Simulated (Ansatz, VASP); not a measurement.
## One calculation of WC, two programs

```
CELL_PARAMETERS angstrom
2.68803 0.00000 0.00000
-1.34401 2.32790 0.00000
0.00000 0.00000 2.61931
ATOMIC_POSITIONS crystal
W 0.00000 0.00000 0.00000
C 0.66667 0.33333 0.50000
```

Change from the starting cell: strain -0.080 along x and y, -0.080 along z, atoms carried along.

Alike in both runs: task single point; functional PBE; k mesh 24 × 24 × 22; occupations gaussian, width 0.15 eV; no spin polarisation.

|  | VASP | Ansatz |
| --- | --- | --- |
| version | VASP 6.6.1 | Ansatz 0.2.0 |
| potentials or method | VASP PAW PBE potentials, release 64 (W_sv, C), cutoff 520 eV | scalar-relativistic, plane waves, PAW |
| valence electrons in the cell | 18 | 18 |

VASP gave:

- gap on the k mesh at the Fermi level (eV): none
- pressure (GPa): 166.0
- traceless stress, the component that is largest in VASP (GPa): 16.15

Task: Which values does Ansatz return?

Result: gap on the k mesh at the Fermi level (eV): none; pressure (GPa): 162.3; traceless stress, the component that is largest in VASP (GPa): 15.62.

A gap of «none» marks a metal or a gap that the smearing closes. Both programs put the cell under a high pressure, so it lies far from rest at this level. With one functional, cell and mesh, what is left measures potentials, basis and numerics.

Spin-orbit coupling is off throughout. Noted on VASP's run: the cell as given lies far from equilibrium.
